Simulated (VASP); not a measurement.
Ta32F (a cell with a defect): single point with PBE

Crystal: Ta32F (a cell with a defect).

```xyz
33
Lattice="0.0000 6.6415 6.6415 6.6415 0.0000 6.6415 6.6415 6.6415 0.0000" Properties=species:S:1:pos:R:3 pbc="T T T"
Ta    0.0020    0.0016   -0.1061
Ta    1.6849    1.6844    1.5979
Ta    3.3226    3.3221    3.3246
Ta    4.9297    4.9293    4.9803
Ta    3.3225    3.3221   -0.0055
Ta    4.9602    4.9596    1.5978
Ta    6.6431    6.6424    2.9615
Ta    8.3569    8.3565    4.9802
Ta    3.3054    0.0013    3.3120
Ta    4.9755    1.6690    4.9803
Ta    6.6434    3.3395    6.6483
Ta    8.3264    4.9597    8.3628
Ta    6.6434    3.3395    3.3122
Ta    8.3569    4.9292    4.9802
Ta    9.9468    6.6427    6.6484
Ta   11.6017    8.3259    8.2391
Ta    0.0018    3.3049    3.3121
Ta    1.6693    4.9749    4.9803
Ta    3.3399    6.6428    6.6486
Ta    4.9603    8.3259    8.3629
Ta    3.3400    6.6428    3.3120
Ta    4.9297    8.3565    4.9803
Ta    6.6433    9.9464    6.6484
Ta    8.3265   11.6011    8.2392
Ta    3.3226    3.3221    6.6359
Ta    4.9602    4.9596    8.3628
Ta    6.6435    6.6431   10.0666
Ta    8.3111    8.3105   11.6218
Ta    6.6430    6.6424    6.9988
Ta    8.3263    8.3258    8.3626
Ta    9.9640    9.9635    9.9660
Ta   11.6173   11.6165   11.6217
F     6.6463    6.6485    4.9802
```

| Quantity | Value |
| --- | --- |
| Program | VASP 6.6.1 |
| Task | single point |
| Functional | PBE |
| Potentials or basis | VASP PAW PBE potentials, release 64 (Ta_pv, F) |
| Cutoff | 520 eV |
| k mesh | 1 × 1 × 1 |
| Occupations | methfessel-paxton, width 0.1 eV |
| Spin | no spin polarisation |
| Dipole correction | no |
| Further INCAR settings | LREAL = Auto; ALGO = Normal; EDIFF = 1e-06; NBANDS = 202 |

```
Pressure      : -6.1 GPa
Largest force : 0.062 eV/Å
```

Forces on the atoms (eV/Å):
```
Ta   0.000  0.000  0.001
Ta   0.000  0.001  0.001
Ta   0.000  0.000  0.002
Ta  -0.008 -0.008  0.000
Ta  -0.001 -0.001  0.002
Ta  -0.001  0.000  0.001
Ta   0.000  0.000 -0.062
Ta   0.009  0.008  0.001
Ta  -0.002  0.000  0.000
Ta   0.000 -0.001 -0.001
Ta  -0.001  0.001  0.001
Ta  -0.002  0.001 -0.001
Ta   0.000  0.002 -0.002
Ta   0.009 -0.008  0.001
Ta   0.000  0.001  0.000
Ta  -0.001  0.000  0.002
Ta   0.000 -0.001 -0.001
Ta   0.001  0.001 -0.001
Ta   0.000  0.000 -0.001
Ta   0.001 -0.002 -0.002
Ta   0.001  0.000  0.000
Ta  -0.007  0.008  0.000
Ta   0.000  0.000  0.001
Ta   0.001 -0.001  0.001
Ta  -0.001 -0.001  0.001
Ta   0.000  0.001 -0.001
Ta   0.001  0.000 -0.002
Ta  -0.001 -0.001  0.000
Ta   0.000 -0.001  0.061
Ta  -0.002 -0.001  0.000
Ta   0.000  0.000  0.001
Ta   0.000  0.001 -0.001
F    0.000 -0.001 -0.003
```

Stress tensor (GPa, compression positive):
```
-6.98  0.00  0.00
 0.00 -6.97  0.00
 0.00  0.00 -4.33
```

Levels at points of the mesh, in eV from the Fermi level:
| k point | band 176 | band 177 | band 178 | band 179 | band 180 | band 181 | band 182 | band 183 | band 184 | band 185 |
| --- | --- | --- | --- | --- | --- | --- | --- | --- | --- | --- |
| (0.00, 0.00, 0.00) | -0.92 | -0.75 | -0.69 | -0.03 | -0.03 | 0.45 | 0.56 | 0.71 | 0.71 | 0.96 |

Wall time 3.8 min on 1 thread of AMD EPYC 9R14 (Zen 4), with other jobs on the host, peak memory 0.65 GiB.

Caveat: the k points lie up to 0.82 Å⁻¹ apart; spin-orbit coupling is left out, which moves the levels of the heavy elements; an odd number of electrons without spin polarisation forces a metal; a magnetic or distorted state may lie lower.
